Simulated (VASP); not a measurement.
# LiMg (P4/mmm) in VASP: single point with LDA

Aim: the single point of LiMg with LDA.

All numbers are computed with VASP 6.6.1; they aren't measurements. Logs are shortened: lines on timing, memory, paths and dates and some standing lists are left out, and cuts for length are marked.

### Step 1. The cell of the first run

The structure is tetragonal, space group P4/mmm (No. 123). Conventional cell: a = 3.378 Å, b = 3.378 Å, c = 3.553 Å, α = 90.00°, β = 90.00°, γ = 90.00°. Li (site symmetry 4/mmm) has 8 Mg at 2.98 Å and 6 Li at 3.38 to 3.55 Å within 3.9 Å. Mg (site symmetry 4/mmm) has 8 Li at 2.98 Å and 6 Mg at 3.38 to 3.55 Å within 3.9 Å.

### Step 2. Single point, LDA

POSCAR

```
LiMg
1.0
    3.3781850000      0.0000000000      0.0000000000
    0.0000000000      3.3781850000      0.0000000000
    0.0000000000      0.0000000000      3.5526100000
Li Mg
1 1
Direct
    0.0000000000      0.0000000000      0.0000000000
    0.5000000000      0.5000000000      0.5000000000
```

INCAR.step1

```
PREC = Accurate ; ENCUT = 650
EDIFF = 1E-6 ; ISMEAR = 0
SIGMA = 0.05 ; LREAL = F
LASPH = T ; NELM = 120
ALGO = Normal ; ISIF = 2
LWAVE = F ; LCHARG = T
NBANDS = 10 ; GGA_COMPAT = F
NEDOS = 2001 ; LORBIT = 11
```

KPOINTS.step1

```
Automatic mesh
0
Gamma
  10 10 10
```

INCAR.step2

```
PREC = Accurate ; ENCUT = 650
EDIFF = 1E-6 ; ISMEAR = -5
SIGMA = 0.05 ; LREAL = F
LASPH = T ; NELM = 120
ALGO = Normal ; ISIF = 2
LWAVE = F ; LCHARG = F
LORBIT = 11 ; NBANDS = 10
NEDOS = 1001 ; ICHARG = 11
GGA_COMPAT = F
```

KPOINTS.step2

```
Automatic mesh
0
Gamma
  15 15 15
```

Potentials or basis: VASP PAW LDA potentials, release 64 (Li_sv, Mg).

Launch:

```
$ cat potpaw_LDA.64/Li_sv/POTCAR potpaw_LDA.64/Mg/POTCAR > POTCAR
$ cp INCAR.step1 INCAR
$ cp KPOINTS.step1 KPOINTS
$ mpirun -np 1 vasp_std > vasp.out
$ cp INCAR.step2 INCAR
$ cp KPOINTS.step2 KPOINTS
$ mpirun -np 1 vasp_std > vasp.out
```

OUTCAR:

```text
PREC = Accurate
   ENCUT = 650
   EDIFF = 1E-6
   ISMEAR = -5
   LREAL = F
   LASPH = T
   NELM = 120
   ISIF = 2
   LORBIT = 11
   ICHARG = 11

 ion  position               nearest neighbor table
   1  0.000  0.000  0.000-   2 2.98   2 2.98   2 2.98   2 2.98   2 2.98   2 2.98   2 2.98   2 2.98

   2  0.500  0.500  0.500-   1 2.98   1 2.98   1 2.98   1 2.98   1 2.98   1 2.98   1 2.98   1 2.98

  LATTYP: Found a simple tetragonal cell.
 ALAT       =     3.3781850000
 C/A-ratio  =     1.0516327555

  Lattice vectors:

 A1 = (   3.3781850000,   0.0000000000,   0.0000000000)
 A2 = (   0.0000000000,   3.3781850000,   0.0000000000)
 A3 = (   0.0000000000,   0.0000000000,   3.5526100000)

Analysis of symmetry for initial positions (statically):
=====================================================================
 Subroutine PRICEL returns:
 Original cell was already a primitive cell.

 Routine SETGRP: Setting up the symmetry group for a
 simple tetragonal supercell.

 Subroutine GETGRP returns: Found 16 space group operations
 (whereof 16 operations were pure point group operations)
 out of a pool of 16 trial point group operations.

The static configuration has the point symmetry D_4h.

Analysis of symmetry for dynamics (positions and initial velocities):
=====================================================================
 Subroutine PRICEL returns:
 Original cell was already a primitive cell.

 Routine SETGRP: Setting up the symmetry group for a
 simple tetragonal supercell.

 Subroutine GETGRP returns: Found 16 space group operations
 (whereof 16 operations were pure point group operations)
 out of a pool of 16 trial point group operations.

The dynamic configuration has the point symmetry D_4h.

 Subroutine INISYM returns: Found 16 space group operations
 (whereof 16 operations are pure point group operations),
 and found     1 'primitive' translations

----------------------------------------------------------------------------------------

                                     Primitive cell

  volume of cell :      40.5429

  direct lattice vectors                    reciprocal lattice vectors
     3.378185000  0.000000000  0.000000000     0.296016944  0.000000000  0.000000000
     0.000000000  3.378185000  0.000000000     0.000000000  0.296016944  0.000000000
[... 98 lines left out ...]
   NELECT =       5.0000    total number of electrons
   NUPDOWN=      -1.0000    fix difference up-down
   EMIN   =  10.00;   EMAX   =-10.00  energy-range for DOS
   EFERMI =   0.00;   METHOD = LEGACY
   ISMEAR =    -5;   SIGMA  =   0.05  broadening in eV -4-tet -1-fermi 0-gaus
   EFERMI_NEDOS =   21; number of points for ismear=-14 and -15
   IALGO  =     38    algorithm
   IMIX   =      4    mixing-type and parameters
     AMIX     =   0.40;   BMIX     =  1.00
     AMIX_MAG =   1.60;   BMIX_MAG =  1.00
  volume/ion in A,a.u.               =      20.27       136.80
  Fermi-wavevector in a.u.,A,eV,Ry     =   0.814879  1.539899  9.034657  0.664029
  Thomas-Fermi vector in A             =   1.924866
   LORBIT       =     11    0 simple, 1 ext, 2 COOP (PROOUT), +10 PAW based schemes
   GGA     = CA    functional components
   LHFCALC =     F    Hartree Fock is set to
   AEXX    =    0.0000 exact exchange contribution
   IVDW    =     0    specifies the selected vdW correction
   LEPSILON=     F    determine dielectric tensor
   LRPA    =     F    only Hartree local field effects (RPA)
 non-spin polarized calculation
 Fermi weights with tetrahedron method with Bloechl corrections
  energy-cutoff  :      650.00
  volume of cell :       40.54
 maximum number of plane-waves:      1542

 number of electron       4.9999990 magnetization

 Free energy of the ion-electron system (eV)
  ---------------------------------------------------
  ext. energy  EPLUGINS =         0.00000000
  ---------------------------------------------------
  free energy    TOTEN  =        -4.00053166 eV

  energy without entropy =       -4.00053166  energy(sigma->0) =       -4.00053166

 E-fermi :   1.6793     XC(G=0):  -8.1927

 val. band max:        1.7438682893   @ k =   0.3333   0.0667   0.3333
 cond. band min:       1.6778352390   @ k =   0.3333   0.1333   0.0667
 fundamental gap:     -0.0660330503
 Fermi energy:         1.6793043950

 k-point     1 :       0.0000    0.0000    0.0000
  band No.  band energies     occupation
      1     -43.5669      2.00000
      2      -3.8388      2.00000
      3       5.8999      0.00000
      4       7.0674      0.00000
      5       7.0674      0.00000
      6       7.2871      0.00000
      7       7.9041      0.00000
      8      13.0342      0.00000
      9      16.9659      0.00000
     10      17.2526      0.00000
[... 287 lines left out ...]
 k-point    24 :       0.3333    0.2000    0.0000
  band No.  band energies     occupation
      1     -43.5644      2.00000
      2      -2.1170      2.00000
      3       1.8256      0.52057
      4       5.2022      0.00000
      5       7.6803      0.00000
      6       9.0403      0.00000
      7      10.2860      0.00000
      8      11.7925      0.00000
      9      13.5244      0.00000
     10      14.9607      0.00000

 [... further k-points ...]

------------------------ aborting loop because EDIFF is reached ----------------------------------------

  FORCE on cell =-STRESS in cart. coord.  units (eV):
  Direction    XX          YY          ZZ          XY          YZ          ZX
  --------------------------------------------------------------------------------------
  -------------------------------------------------------------------------------------
  Total       -0.4498715     -0.4498715     -0.5939976      0.0000000     -0.0000000      0.0000000
  in kB      -17.7780744    -17.7780744    -23.4736655      0.0000000     -0.0000000      0.0000000
  external PRESSURE =     -19.6766048 kB  Pullay stress =       0.0000000 kB

 VOLUME and BASIS-vectors are now :
 -----------------------------------------------------------------------------
  energy-cutoff  :      650.00
  volume of cell :       40.54
      direct lattice vectors                 reciprocal lattice vectors
     3.378185000  0.000000000  0.000000000     0.296016944  0.000000000  0.000000000
     0.000000000  3.378185000  0.000000000     0.000000000  0.296016944  0.000000000
     0.000000000  0.000000000  3.552610000     0.000000000  0.000000000  0.281483191

 POSITION                                       TOTAL-FORCE (eV/Angst)
 -----------------------------------------------------------------------------------
      0.00000      0.00000      0.00000         0.000000      0.000000      0.000000
      1.68909      1.68909      1.77631         0.000000      0.000000      0.000000
 -----------------------------------------------------------------------------------
    total drift:                               -0.000000     -0.000000     -0.000000

  FREE ENERGIE OF THE ION-ELECTRON SYSTEM (eV)
  ---------------------------------------------------
  free  energy   TOTEN  =        -4.0005316608 eV

  energy  without entropy=       -4.0005316608  energy(sigma->0) =       -4.00053166

 total charge

# of ion       s       p       d       tot
------------------------------------------
    1        2.028   0.071   0.000   2.100
    2        0.226   0.124   0.006   0.356
--------------------------------------------------
tot          2.254   0.195   0.006   2.455
```

Run time: 50 s. Hardware: 1 thread of Intel Xeon 6975P-C (Granite Rapids), shared host; peak memory 0.27 GiB.

Results:

| Property | Result |
| --- | --- |
| Valence electrons inside the program's atomic spheres | Li 2.10; Mg 0.36 |

Levels at points of the mesh, in eV from the Fermi level:
```
           k point  band 1  band 2  band 3  band 4  band 5  band 6
(0.00, 0.00, 0.00)  -45.25   -5.52    4.22    5.39    5.39    5.61
```

Caveat: tetrahedron occupations give inexact forces and stress in metals.
